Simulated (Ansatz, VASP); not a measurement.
**PbS in VASP and in Ansatz**

```xyz
2
Lattice="0.0000 2.8909 3.1132 2.8909 0.0000 3.1132 2.8909 2.8909 0.0000" Properties=species:S:1:pos:R:3 pbc="T T T"
Pb    0.0000    0.0000    0.0000
S     2.8909    2.8909    3.1132
```

Change from the starting cell: strain -0.025 along x and y, +0.050 along z, atoms carried along.

Alike in both runs: task single point; functional r2SCAN; k mesh 8 × 8 × 8; occupations gaussian, width 0.05 eV; no spin polarisation.

```csv
,VASP,Ansatz
version,VASP 6.6.1,Ansatz 0.2.0
potentials or method,"VASP PAW PBE potentials, release 64 (Pb_d, S), cutoff 550 eV","scalar-relativistic, plane waves, PAW"
valence electrons in the cell,20,20
```

Ansatz gave:

```
gap on the k mesh at the Fermi level (eV)                     : 0.45
least direct gap on the mesh (eV)                             : 0.45
pressure (GPa)                                                : 2.4
traceless stress, the component that is largest in VASP (GPa) : -5.89
```

Problem. Which values does VASP return?

Solution. gap on the k mesh at the Fermi level (eV): 0.46; least direct gap on the mesh (eV): 0.46; pressure (GPa): 2.3; traceless stress, the component that is largest in VASP (GPa): -5.91.

VASP's potentials were made for PBE, not for r2SCAN. The functional is the same, so the differences come from potentials, cutoffs and numerics.

Spin-orbit coupling is off throughout.
